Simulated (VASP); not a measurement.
Input of a VASP 6.6.1 run:

INCAR

```
PREC = Accurate
ENCUT = 520
EDIFF = 1E-7
ISMEAR = 0
SIGMA = 0.1
LREAL = False
LASPH = True
NELM = 100
ALGO = Normal
ISIF = 2
LWAVE = False
LCHARG = True
GGA = PE
LELF = True
LVHAR = True
NBANDS = 35
```

File KPOINTS:

```
Automatic mesh
0
Gamma
  3 3 4
```

File POSCAR:

```
Ti2Te3Pt
1.0
    6.0965440600      0.0000000000      0.0000000000
   -3.0482720300      5.2797620300      0.0000000000
    0.0000000000      0.0000000000      4.2820269200
Ti Te Pt
2 3 1
Direct
    0.6666666700      0.3333333300      0.9631379800
    0.3333333300      0.6666666700      0.9631379800
    0.5000000000      0.5000000000      0.4595159900
    0.5000000000      0.0000000000      0.4595159900
    0.0000000000      0.5000000000      0.4595159900
    0.0000000000      0.0000000000      0.8888130200
```

Potentials or basis: VASP PAW PBE potentials, release 64 (Ti_sv, Te, Pt).

Launch:

```console
$ cat potpaw_PBE.64/Ti_sv/POTCAR potpaw_PBE.64/Te/POTCAR potpaw_PBE.64/Pt/POTCAR > POTCAR
$ mpirun -np 1 vasp_std > vasp.out
```

Question: What does it give for the largest force?

Answer: 0.064 eV/Å.

Question: What does it give for the pressure?

Answer: 2.3 GPa.

Question: What does it give for the band gap on the k mesh?

Answer: Zero (band 26 reaches 8.94 eV, above the bottom of band 27 at 8.23 eV).

Stress tensor (GPa, compression positive):
```
2.42 0.00 0.00
0.00 2.42 0.00
0.00 0.00 2.14
```

Caveat: the k points lie up to 0.40 Å⁻¹ apart; spin-orbit coupling is left out, which moves the levels of the heavy elements.
